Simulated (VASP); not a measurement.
# CrSiB3 (Pm-3m) in VASP: further runs

The runs below take CrSiB3 through single point, relaxation of cell and atoms, with PBE.

All numbers are computed with VASP 6.6.1; they aren't measurements. Logs are shortened: lines on timing, memory, paths and dates and some standing lists are left out, and cuts for length are marked.

**1. The cell of the first run**

Symmetry: Pm-3m, No. 221, cubic system. The conventional cell has a = 3.924 Å, b = 3.924 Å, c = 3.924 Å, α = 90.00°, β = 90.00°, γ = 90.00°. Cr (site symmetry m-3m) has 12 B at 2.77 Å and 8 Si at 3.40 Å within 3.7 Å. Si (site symmetry m-3m) has 6 B at 1.96 Å within 2.6 Å. B (site symmetry 4/mmm) has 2 Si at 1.96 Å within 2.6 Å.

The cell was built from a structure type or drawn by symmetry, and may not be a known phase.

**2. Single point, PBE, collinear spin, ferromagnetic start**

The input, INCAR:

```
  PREC = Accurate
  ENCUT = 520
  EDIFF = 1E-6
  ISMEAR = 0
  SIGMA = 0.1
  LREAL = False
  LASPH = True
  NELM = 150
  ALGO = Normal
  ISIF = 2
  LWAVE = False
  LCHARG = False
  ISPIN = 2
  MAGMOM = 3 0 0 0 0
  LORBIT = 11
  LMAXMIX = 4
  GGA = PE
  NBANDS = 24
```

The input, KPOINTS:

```
Automatic mesh
0
Gamma
  6 6 6
```

The input, POSCAR:

```
CrSiB3
1.0
    3.9235160957      0.0000000000      0.0000000000
    0.0000000000      3.9235160957      0.0000000000
    0.0000000000      0.0000000000      3.9235160957
Cr Si B
1 1 3
Direct
    0.0000000000      0.0000000000      0.0000000000
    0.5000000000      0.5000000000      0.5000000000
    0.5000000000      0.0000000000      0.5000000000
    0.5000000000      0.5000000000      0.0000000000
    0.0000000000      0.5000000000      0.5000000000
```

Potentials or basis: VASP PAW PBE potentials, release 64 (Cr_pv, Si, B).

On the command line:

```sh
$ cat potpaw_PBE.64/Cr_pv/POTCAR potpaw_PBE.64/Si/POTCAR potpaw_PBE.64/B/POTCAR > POTCAR
$ mpirun -np 1 vasp_std > vasp.out
```

OUTCAR:

```text
PREC = Accurate
   ENCUT = 520
   EDIFF = 1E-6
   ISMEAR = 0
   LREAL = False
   LASPH = True
   NELM = 150
   ISIF = 2
   ISPIN = 2
   LORBIT = 11
   GGA = PE

 ion  position               nearest neighbor table
   1  0.000  0.000  0.000-
   2  0.500  0.500  0.500-   3 1.96   4 1.96   5 1.96   4 1.96   3 1.96   5 1.96
   3  0.500  0.000  0.500-   2 1.96   2 1.96
   4  0.500  0.500  0.000-   2 1.96   2 1.96
   5  0.000  0.500  0.500-   2 1.96   2 1.96

  LATTYP: Found a simple cubic cell.
 ALAT       =     3.9235160957

  Lattice vectors:

 A1 = (   3.9235160957,   0.0000000000,   0.0000000000)
 A2 = (   0.0000000000,   3.9235160957,   0.0000000000)
 A3 = (   0.0000000000,   0.0000000000,   3.9235160957)

Analysis of symmetry for initial positions (statically):
=====================================================================
 Subroutine PRICEL returns:
 Original cell was already a primitive cell.

 Routine SETGRP: Setting up the symmetry group for a
 simple cubic supercell.

 Subroutine GETGRP returns: Found 48 space group operations
 (whereof 48 operations were pure point group operations)
 out of a pool of 48 trial point group operations.

The static configuration has the point symmetry O_h .

Analysis of symmetry for dynamics (positions and initial velocities):
=====================================================================
 Subroutine PRICEL returns:
 Original cell was already a primitive cell.

 Routine SETGRP: Setting up the symmetry group for a
 simple cubic supercell.

 Subroutine GETGRP returns: Found 48 space group operations
 (whereof 48 operations were pure point group operations)
 out of a pool of 48 trial point group operations.

The dynamic configuration has the point symmetry O_h .

Analysis of structural, dynamic, and magnetic symmetry:
=====================================================================
 Subroutine PRICEL returns:
 Original cell was already a primitive cell.

 Routine SETGRP: Setting up the symmetry group for a
 simple cubic supercell.

 Subroutine GETGRP returns: Found 48 space group operations
 (whereof 48 operations were pure point group operations)
 out of a pool of 48 trial point group operations.

The overall configuration has the point symmetry O_h .

 Subroutine INISYM returns: Found 48 space group operations
 (whereof 48 operations are pure point group operations),
 and found     1 'primitive' translations

----------------------------------------------------------------------------------------

                                     Primitive cell

  volume of cell :      60.3985

  direct lattice vectors                    reciprocal lattice vectors
     3.923516096  0.000000000  0.000000000     0.254873429  0.000000000  0.000000000
     0.000000000  3.923516096  0.000000000     0.000000000  0.254873429  0.000000000
     0.000000000  0.000000000  3.923516096     0.000000000  0.000000000  0.254873429

  length of vectors
     3.923516096  3.923516096  3.923516096     0.254873429  0.254873429  0.254873429

  position of ions in fractional coordinates (direct lattice)
     0.000000000  0.000000000  0.000000000
     0.500000000  0.500000000  0.500000000
     0.500000000  0.000000000  0.500000000
     0.500000000  0.500000000  0.000000000
     0.000000000  0.500000000  0.500000000

  ion indices of the primitive-cell ions
   primitive index   ion index
                 1           1
                 2           2
                 3           3
                 4           4
                 5           5

----------------------------------------------------------------------------------------

 KPOINTS: Automatic mesh

Automatic generation of k-mesh.
 Grid dimensions read from file:
 generate k-points for:    6    6    6

 Generating k-lattice:

  Cartesian coordinates                     Fractional coordinates (reciprocal lattice)
     0.042478905  0.000000000  0.000000000     0.166666667  0.000000000  0.000000000
     0.000000000  0.042478905  0.000000000     0.000000000  0.166666667  0.000000000
     0.000000000  0.000000000  0.042478905     0.000000000  0.000000000  0.166666667

  Length of vectors
     0.042478905  0.042478905  0.042478905

  Shift w.r.t. Gamma in fractional coordinates (k-lattice)
     0.000000000  0.000000000  0.000000000

 Subroutine IBZKPT returns following result:
 ===========================================

 Found     20 irreducible k-points:

 Following reciprocal coordinates:
            Coordinates               Weight
  0.000000  0.000000  0.000000      1.000000
  0.166667  0.000000  0.000000      6.000000
  0.333333  0.000000  0.000000      6.000000
  0.500000  0.000000  0.000000      3.000000
  0.166667  0.166667  0.000000     12.000000
  0.333333  0.166667  0.000000     24.000000
[... 12 lines left out ...]
  0.500000  0.500000  0.333333      6.000000
  0.500000  0.500000  0.500000      1.000000
   k-points           NKPTS =     20   k-points in BZ     NKDIM =     20   number of bands    NBANDS=     24
   number of dos      NEDOS =    301   number of ions     NIONS =      5
   total plane-waves  NPLWV =  27000
   dimension x,y,z NGX =    30 NGY =   30 NGZ =   30
   dimension x,y,z NGXF=    60 NGYF=   60 NGZF=   60
   ions per type =               1   1   3
   NGX,Y,Z   is equivalent  to a cutoff of  12.71, 12.71, 12.71 a.u.
   NGXF,Y,Z  is equivalent  to a cutoff of  25.42, 25.42, 25.42 a.u.
 SYSTEM =  unknown system
   PREC   = accura    normal or accurate (medium, high low for compatibility)
   ISTART =      0    job   : 0-new  1-cont  2-samecut
   ICHARG =      2    charge: 1-file 2-atom 10-const
   ISPIN  =      2    spin polarized calculation?
   LNONCOLLINEAR =      F non collinear calculations
   LSORBIT =      F    spin-orbit coupling
   LASPH  =      T    aspherical Exc in radial PAW
   ENCUT  =  520.0 eV  38.22 Ry    6.18 a.u.   7.30  7.30  7.30*2*pi/ulx,y,z
   NELM   =    150;   NELMIN=  2; NELMDL= -5     # of ELM steps
   EDIFF  = 0.1E-05   stopping-criterion for ELM
   LREAL  =      F    real-space projection
   EDIFFG = 0.1E-04   stopping-criterion for IOM
   NSW    =      0    number of steps for IOM
   IBRION =     -1    ionic relax: 0-MD 1-quasi-New 2-CG
   NFREE  =      0    steps in history (QN), initial steepest desc. (CG)
   ISIF   =      2    stress and relaxation
   ISYM   =      2    0-nonsym 1-usesym 2-fastsym
   POTIM  = 0.5000    time-step for ionic-motion
   TEBEG  =    0.0;   TEEND  =   0.0 temperature during run
   PSTRESS=    0.0 pullay stress
   NELECT =      25.0000    total number of electrons
   NUPDOWN=      -1.0000    fix difference up-down
   EMIN   =  10.00;   EMAX   =-10.00  energy-range for DOS
   EFERMI =   0.00;   METHOD = LEGACY
   ISMEAR =     0;   SIGMA  =   0.10  broadening in eV -4-tet -1-fermi 0-gaus
   EFERMI_NEDOS =   21; number of points for ismear=-14 and -15
   IALGO  =     38    algorithm
   IMIX   =      4    mixing-type and parameters
     AMIX     =   0.40;   BMIX     =  1.00
     AMIX_MAG =   1.60;   BMIX_MAG =  1.00
  volume/ion in A,a.u.               =      12.08        81.52
  Fermi-wavevector in a.u.,A,eV,Ry     =   1.220055  2.305570 20.252736  1.488534
  Thomas-Fermi vector in A             =   2.355286
   LORBIT       =     11    0 simple, 1 ext, 2 COOP (PROOUT), +10 PAW based schemes
   GGA     = PE    functional components
   LHFCALC =     F    Hartree Fock is set to
   AEXX    =    0.0000 exact exchange contribution
   IVDW    =     0    specifies the selected vdW correction
   LEPSILON=     F    determine dielectric tensor
   LRPA    =     F    only Hartree local field effects (RPA)
 spin polarized calculation
 Gauss-broadening in eV      SIGMA  =   0.10
  energy-cutoff  :      520.00
  volume of cell :       60.40
 maximum number of plane-waves:      1647
 NGX is ok and might be reduce to    30
   NGX = 15   NGY = 15   NGZ = 15

 number of electron      25.0000012 magnetization       3.5464994

 Free energy of the ion-electron system (eV)
  ---------------------------------------------------
  ext. energy  EPLUGINS =         0.00000000
  ---------------------------------------------------
  free energy    TOTEN  =       -27.21621001 eV

  energy without entropy =      -27.20475522  energy(sigma->0) =      -27.21048262

 E-fermi :   6.1278     XC(G=0): -10.9237

 val. band max:        6.1131241774   @ k =   0.3333   0.1667   0.0000
 cond. band min:       6.1720737599   @ k =   0.5000   0.5000   0.0000
 fundamental gap:      0.0589495825
 Fermi energy:         6.1277741908

 spin component 1

 k-point     1 :       0.0000    0.0000    0.0000
  band No.  band energies     occupation
      1     -37.8139      1.00000
      2     -37.8139      1.00000
      3     -37.8139      1.00000
      4      -6.8325      1.00000
      5       0.8624      1.00000
      6       0.8624      1.00000
[... 529 lines left out ...]
     23      16.5085      0.00000
     24      16.5085      0.00000
 Fermi energy:         6.1277741908

 spin component 2

 k-point     1 :       0.0000    0.0000    0.0000
  band No.  band energies     occupation
      1     -34.2769      1.00000
      2     -34.2769      1.00000
      3     -34.2769      1.00000
      4      -6.8280      1.00000
      5       0.8454      1.00000
      6       0.8454      1.00000
[... 529 lines left out ...]
     23      16.4937      0.00000
     24      16.4937      0.00000

------------------------ aborting loop because EDIFF is reached ----------------------------------------

  FORCE on cell =-STRESS in cart. coord.  units (eV):
  Direction    XX          YY          ZZ          XY          YZ          ZX
  --------------------------------------------------------------------------------------
  -------------------------------------------------------------------------------------
  Total        0.0196243      0.0196243      0.0196243      0.0000000     -0.0000000      0.0000000
  in kB        0.5205679      0.5205679      0.5205679      0.0000000     -0.0000000      0.0000000
  external PRESSURE =       0.5205679 kB  Pullay stress =       0.0000000 kB

 VOLUME and BASIS-vectors are now :
 -----------------------------------------------------------------------------
  energy-cutoff  :      520.00
  volume of cell :       60.40
      direct lattice vectors                 reciprocal lattice vectors
     3.923516096  0.000000000  0.000000000     0.254873429  0.000000000  0.000000000
     0.000000000  3.923516096  0.000000000     0.000000000  0.254873429  0.000000000
     0.000000000  0.000000000  3.923516096     0.000000000  0.000000000  0.254873429

 POSITION                                       TOTAL-FORCE (eV/Angst)
 -----------------------------------------------------------------------------------
      0.00000      0.00000      0.00000         0.000000      0.000000      0.000000
      1.96176      1.96176      1.96176         0.000000      0.000000      0.000000
      1.96176      0.00000      1.96176         0.000000      0.000000      0.000000
      1.96176      1.96176      0.00000         0.000000      0.000000      0.000000
      0.00000      1.96176      1.96176         0.000000      0.000000      0.000000
 -----------------------------------------------------------------------------------
    total drift:                               -0.000000      0.000000     -0.000000

  FREE ENERGIE OF THE ION-ELECTRON SYSTEM (eV)
  ---------------------------------------------------
  free  energy   TOTEN  =       -27.2162100106 eV

  energy  without entropy=      -27.2047552198  energy(sigma->0) =      -27.21048262

 total charge

# of ion       s       p       d       tot
------------------------------------------
    1        0.191   6.095   4.094  10.380
    2        0.718   1.036   0.000   1.754
    3        0.814   0.888   0.000   1.702
    4        0.814   0.888   0.000   1.702
    5        0.814   0.888   0.000   1.702
--------------------------------------------------
tot          3.349   9.795   4.094  17.239

 magnetization (x)

# of ion       s       p       d       tot
------------------------------------------
    1        0.055   0.012   3.435   3.501
    2        0.009   0.025   0.000   0.034
    3        0.003  -0.044   0.000  -0.041
    4        0.003  -0.044   0.000  -0.041
    5        0.003  -0.044   0.000  -0.041
--------------------------------------------------
tot          0.072  -0.094   3.435   3.412
```

Run time: 2.8 min. Hardware: 1 thread of Intel Xeon 8259CL, shared host; peak memory 0.22 GiB.

What came out:

- Free energy: -27.2162 eV
- Pressure: 0.1 GPa
- Net moment: 3.55 μB per cell
- Site moments: Cr +3.50; Si +0.03; B -0.04 μB
- Valence electrons inside the program's atomic spheres: Cr 10.38; Si 1.75; B 1.70

Caveat: a cell with one magnetic atom can't hold antiferromagnetic order, which such compounds often take.

**3. Relaxation of cell and atoms, PBE, collinear spin, ferromagnetic start**

This run uses another cell than the first one, of 9.01 Å³/atom.

The input, INCAR:

```
PREC = Accurate ; ENCUT = 600
EDIFF = 1E-6 ; ISMEAR = 0
SIGMA = 0.1 ; LREAL = False
LASPH = True ; NELM = 150
ALGO = Normal ; ISIF = 3
LWAVE = False ; LCHARG = False
ISPIN = 2 ; MAGMOM = 3 0 0 0 0
LORBIT = 11 ; LMAXMIX = 4
GGA = PE ; IBRION = 2
NSW = 90 ; EDIFFG = -0.04
```

KPOINTS is that of step 2.

Edit POSCAR of step 2 so:

```diff
@@ -2,5 +2,5 @@
 1.0
-    3.9235160957      0.0000000000      0.0000000000
-    0.0000000000      3.9235160957      0.0000000000
-    0.0000000000      0.0000000000      3.9235160957
+    3.5581120800      0.0000000000      0.0000000000
+    0.0000000000      3.5581120800      0.0000000000
+    0.0000000000      0.0000000000      3.5581120800
 Cr Si B
```

Potentials or basis: VASP PAW PBE potentials, release 64 (Cr_pv, Si, B).

On the command line:

```sh
$ cat potpaw_PBE.64/Cr_pv/POTCAR potpaw_PBE.64/Si/POTCAR potpaw_PBE.64/B/POTCAR > POTCAR
$ mpirun -np 1 vasp_std > vasp.out
```

OUTCAR:

```text
PREC = Accurate
   ENCUT = 600
   EDIFF = 1E-6
   ISMEAR = 0
   LREAL = False
   LASPH = True
   NELM = 150
   ISIF = 3
   ISPIN = 2
   LORBIT = 11
   GGA = PE
   IBRION = 2
   NSW = 90
   EDIFFG = -0.04

 ion  position               nearest neighbor table
   1  0.000  0.000  0.000-   3 2.52   4 2.52   5 2.52   3 2.52   5 2.52   4 2.52   5 2.52   5 2.52
                             3 2.52   4 2.52   3 2.52   4 2.52   2 3.08   2 3.08   2 3.08   2 3.08
   2  0.500  0.500  0.500-   3 1.78   4 1.78   5 1.78   4 1.78   3 1.78   5 1.78   1 3.08   1 3.08
                             1 3.08   1 3.08   1 3.08   1 3.08   1 3.08   1 3.08
   3  0.500  0.000  0.500-   2 1.78   2 1.78   1 2.52   1 2.52   1 2.52   1 2.52
   4  0.500  0.500  0.000-   2 1.78   2 1.78   1 2.52   1 2.52   1 2.52   1 2.52
   5  0.000  0.500  0.500-   2 1.78   2 1.78   1 2.52   1 2.52   1 2.52   1 2.52

  LATTYP: Found a simple cubic cell.
 ALAT       =     3.5581120800

  Lattice vectors:

 A1 = (   3.5581120800,   0.0000000000,   0.0000000000)
 A2 = (   0.0000000000,   3.5581120800,   0.0000000000)
 A3 = (   0.0000000000,   0.0000000000,   3.5581120800)

Analysis of symmetry for initial positions (statically):
=====================================================================
 Subroutine PRICEL returns:
 Original cell was already a primitive cell.

 Routine SETGRP: Setting up the symmetry group for a
 simple cubic supercell.

 Subroutine GETGRP returns: Found 48 space group operations
 (whereof 48 operations were pure point group operations)
 out of a pool of 48 trial point group operations.

[... 339 lines left out ...]

 Free energy of the ion-electron system (eV)
  ---------------------------------------------------
  ext. energy  EPLUGINS =         0.00000000
  ---------------------------------------------------
  free energy    TOTEN  =       -25.95278531 eV

  energy without entropy =      -25.91662581  energy(sigma->0) =      -25.93470556

 E-fermi :   6.6629     XC(G=0): -11.1668

 val. band max:        6.6568483525   @ k =   0.5000   0.5000   0.5000
 cond. band min:       6.6665273985   @ k =   0.5000   0.1667   0.1667
 fundamental gap:      0.0096790460
 Fermi energy:         6.6628832854

 spin component 1

 k-point     1 :       0.0000    0.0000    0.0000
  band No.  band energies     occupation
      1     -36.1583      1.00000
      2     -36.1583      1.00000
      3     -36.1583      1.00000
      4      -6.7099      1.00000
      5       1.1024      1.00000
      6       1.1024      1.00000
[... 396 lines left out ...]
      4      -3.6853      1.00000
      5      -1.1446      1.00000
      6      -1.1446      1.00000
[... 10 lines left out ...]
     17       8.7456      0.00000
     18       8.7456      0.00000
 Fermi energy:         6.6628832854

 spin component 2

 k-point     1 :       0.0000    0.0000    0.0000
  band No.  band energies     occupation
      1     -36.6325      1.00000
      2     -36.6324      1.00000
      3     -36.6324      1.00000
      4      -6.7150      1.00000
      5       1.0809      1.00000
      6       1.0809      1.00000
[... 441 lines left out ...]
  FREE ENERGIE OF THE ION-ELECTRON SYSTEM (eV)
  ---------------------------------------------------
  free  energy   TOTEN  =       -25.9527853106 eV

  energy  without entropy=      -25.9166258125  energy(sigma->0) =      -25.93470556

 reached required accuracy - stopping structural energy minimisation

 total charge

# of ion       s       p       d       tot
------------------------------------------
    1        0.203   6.102   4.067  10.372
    2        0.727   1.081   0.000   1.808
    3        0.801   0.927   0.000   1.728
    4        0.801   0.927   0.000   1.728
    5        0.801   0.927   0.000   1.728
--------------------------------------------------
tot          3.332   9.963   4.067  17.362

 magnetization (x)

# of ion       s       p       d       tot
------------------------------------------
    1       -0.004   0.001  -0.462  -0.465
    2       -0.004  -0.032   0.000  -0.036
    3       -0.004   0.011   0.000   0.007
    4       -0.004   0.011   0.000   0.007
    5       -0.004   0.011   0.000   0.007
--------------------------------------------------
tot         -0.019   0.003  -0.462  -0.478
```

Run time: 6.1 min. Hardware: 1 thread of Intel Xeon 8259CL, shared host; peak memory 0.2 GiB.

What came out:

* Free energy: -25.9528 eV
* Relaxed volume: 11.55 Å³/atom
* Relaxed cell: a = 3.865 Å, b = 3.865 Å, c = 3.865 Å, α = 90.00°, β = 90.00°, γ = 90.00°
* Space group after relaxing (to 0.1 Å): Pm-3m (No. 221)
* Energy gained by relaxing: 158.9 meV/atom
* Ionic steps: 5
* Pressure after relaxing: 0.1 GPa
* Net moment: -0.43 μB per cell
* Site moments: Cr -0.47; Si -0.04; B +0.01 μB
* Valence electrons inside the program's atomic spheres: Cr 10.37; Si 1.81; B 1.73

The path:
```
step  energy change (eV)  largest force (eV/Å)  pressure (GPa)  volume (Å³)
   1              0.0000                0.0000           54.79        45.05
   2             -1.7820                0.0000           -9.98        68.27
   3             -0.7641                0.0000           -4.05        60.09
   4             -0.7902                0.0000           -1.61        58.62
   5             -0.7944                0.0000            0.05        57.74
```

Final structure:
```cif
data_structure
_symmetry_space_group_name_H-M 'P 1'
_symmetry_Int_Tables_number 1
_cell_length_a 3.8651
_cell_length_b 3.8651
_cell_length_c 3.8651
_cell_angle_alpha 90.000
_cell_angle_beta 90.000
_cell_angle_gamma 90.000
_cell_volume 57.74
loop_
_atom_site_label
_atom_site_type_symbol
_atom_site_fract_x
_atom_site_fract_y
_atom_site_fract_z
_atom_site_occupancy
Cr1 Cr 0.00000 0.00000 0.00000 1
Si1 Si 0.50000 0.50000 0.50000 1
B1 B 0.50000 0.00000 0.50000 1
B2 B 0.50000 0.50000 0.00000 1
B3 B 0.00000 0.50000 0.50000 1
```

Caveat: the volume moved by over 15 % at a fixed basis, so the end points are rough; a cell with one magnetic atom can't hold antiferromagnetic order, which such compounds often take.
